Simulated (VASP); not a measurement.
Input of a VASP 6.6.1 run:

File INCAR:

```
SYSTEM = BeSe3
PREC = Accurate
ENCUT = 520
EDIFF = 1E-6
ISMEAR = 0
SIGMA = 0.1
LREAL = .FALSE.
LASPH = .TRUE.
NELM = 100
ALGO = Normal
ISIF = 2
LWAVE = .FALSE.
LCHARG = .TRUE.
GGA = PE
LELF = .TRUE.
LVHAR = .TRUE.
NBANDS = 30
```

File KPOINTS:

```
regular mesh
0
G
  4 4 2
  0 0 0
```

The input POSCAR:

```
BeSe3
1.0
   -5.2213502590     -0.0033644482      0.1994349269
   -0.0034031503     -5.2246377097     -0.0994636653
   -0.4768738331     -0.9778472185      7.4674175854
Be Se
2 6
Direct
    0.0030897040      0.0021774467      0.0001678610
    0.5023659532      0.5024655810      0.0001582771
    0.2624511615      0.2938347458      0.8307352160
    0.7914299542      0.7647809023      0.8307844566
    0.7122670471      0.2095079123      0.1678026111
    0.2396763147      0.7367902506      0.1682991270
    0.9459603161      0.4428654072      0.3555913557
    0.5427595493      0.0475777540      0.6464610955
```

Potentials or basis: VASP PAW PBE potentials, release 64 (Be, Se).

Run with:

```sh
$ cat potpaw_PBE.64/Be/POTCAR potpaw_PBE.64/Se/POTCAR > POTCAR
$ mpirun -np 1 vasp_std > vasp.out
```

Task: Predict the band gap on the k mesh.

Result: 0.65 eV (least direct gap 0.66 eV).

Task: What does it give for the largest force?

Result: 0.028 eV/Å.

Task: Estimate the pressure.

Result: 0.1 GPa.

Forces in eV/Å, atoms in the order of the input:
```
Be  -0.002  0.004 -0.003
Be  -0.001 -0.001 -0.003
Se   0.006 -0.015 -0.007
Se  -0.018  0.008  0.002
Se   0.021  0.017  0.004
Se  -0.001 -0.007  0.006
Se  -0.008 -0.008  0.025
Se   0.003  0.002 -0.023
```

Caveat: the k points lie up to 0.42 Å⁻¹ apart; semilocal functionals underestimate gaps, and a narrow one can read as zero. A k mesh can miss the band edges.
